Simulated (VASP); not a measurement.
## BaZrO3: relaxation of cell and atoms with revPBE

The system is BaZrO3.

```xyz
5
Lattice="4.1913 0.0000 0.0000 0.0000 4.1913 0.0000 0.0000 0.0000 4.1913" Properties=species:S:1:pos:R:3 pbc="T T T"
Ba    0.0000    0.0000    0.0000
Zr    2.0957    2.0957    2.0957
O     2.0957    2.0957    0.0000
O     2.0957    0.0000    2.0957
O     0.0000    2.0957    2.0957
```

| Property | Result |
| --- | --- |
| Program | VASP 6.6.1 |
| Task | relaxation of cell and atoms |
| Functional | revPBE |
| Potentials or basis | VASP PAW PBE potentials, release 64 (Ba_sv, Zr_sv, O) |
| Cutoff | 600 eV |
| k mesh | 6 × 6 × 6 |
| Occupations | fermi-dirac, width 0.05 eV |
| Spin | no spin polarisation |
| Dipole correction | no |
| Further INCAR settings | ALGO = Normal; EDIFF = 1e-06; IBRION = 2; EDIFFG = -0.01; NSW = 60; ISIF = 3 |

* Relaxed volume: 15.46 Å³/atom
* Relaxed cell: a = 4.260 Å, b = 4.260 Å, c = 4.260 Å, α = 90.00°, β = 90.00°, γ = 90.00°
* Space group after relaxing (to 0.05 Å): Pm-3m (No. 221)
* Energy gained by relaxing: 16.3 meV/atom
* Ionic steps: 3
* Pressure after relaxing: 0.0 GPa
* Band gap on the k mesh: 3.11 eV, indirect (least direct gap 3.39 eV)

Step by step:
```
step  energy change (eV)  largest force (eV/Å)  pressure (GPa)  volume (Å³)
   1              0.0000                0.0000            7.53        73.63
   2              0.0014                0.0000           -6.34        81.25
   3             -0.0815                0.0000           -0.02        77.29
```

Final structure:
```
Ba Zr O
1.0
     4.25957    0.00000    0.00000
     0.00000    4.25957    0.00000
     0.00000    0.00000    4.25957
Ba Zr O
1 1 3
Direct
  0.00000 0.00000 0.00000
  0.50000 0.50000 0.50000
  0.50000 0.50000 0.00000
  0.50000 0.00000 0.50000
  0.00000 0.50000 0.50000
```

Levels at points of the mesh, in eV from the valence-band top:
```csv
k point,band 17,band 18,band 19,band 20,band 21,band 22,band 23,band 24
"(0.00, 0.00, 0.00)",-0.91,-0.27,-0.27,-0.27,3.11,3.11,3.11,4.67
"(0.50, 0.00, 0.00)",-1.65,-1.54,-0.51,-0.51,3.51,5.41,5.41,6.31
"(0.50, 0.50, 0.00)",-0.93,-0.93,-0.89,-0.07,5.38,5.38,6.19,6.23
"(0.50, 0.50, 0.50)",-2.50,0.00,0.00,0.00,5.83,5.83,5.83,6.59
```

It took 68 s on 1 thread of Intel(R) Xeon(R) Platinum 8559C (Emerald Rapids), with other jobs on the host, peak memory 0.24 GiB.

Caveat: the PAW data sets were made with another functional, which shifts forces and pressure a little; spin-orbit coupling is left out, which moves the levels of the heavy elements. revPBE gives volumes clearly too large for solids.
